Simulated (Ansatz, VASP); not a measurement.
One calculation of LaB6, two programs

```
CELL_PARAMETERS angstrom
4.18249 0.00000 0.00000
0.00000 4.18249 0.00000
0.00000 0.00000 4.18249
ATOMIC_POSITIONS crystal
La 0.00000 0.00000 0.00000
B 0.20013 0.50000 0.50000
B 0.79987 0.50000 0.50000
B 0.50000 0.50000 0.20013
B 0.50000 0.50000 0.79987
B 0.50000 0.20013 0.50000
B 0.50000 0.79987 0.50000
```

Alike in both runs: functional PBE; k mesh 8 × 8 × 8; occupations gaussian, width 0.05 eV; no spin polarisation.

Ansatz relaxed the structure, and its values are those at the end. VASP's run is a single point on that final structure, the one shown.

|  | VASP | Ansatz |
| --- | --- | --- |
| version | VASP 6.6.1 | Ansatz 0.2.0 |
| potentials or method | VASP PAW PBE potentials, release 64 (La, B), cutoff 520 eV | scalar-relativistic, plane waves, PAW |
| valence electrons in the cell | 29 | 29 |

```csv
,VASP,Ansatz,Ansatz less VASP
gap on the k mesh at the Fermi level (eV),none,none,-
pressure (GPa),-3.4,-3.3,+0.08
rms of the force components (eV/Å),0.008,0.000,-0.0082
```

A gap of «none» marks a metal or a gap that the smearing closes. Ansatz's warnings: stress scf threshold loose.

Spin-orbit coupling is off throughout.
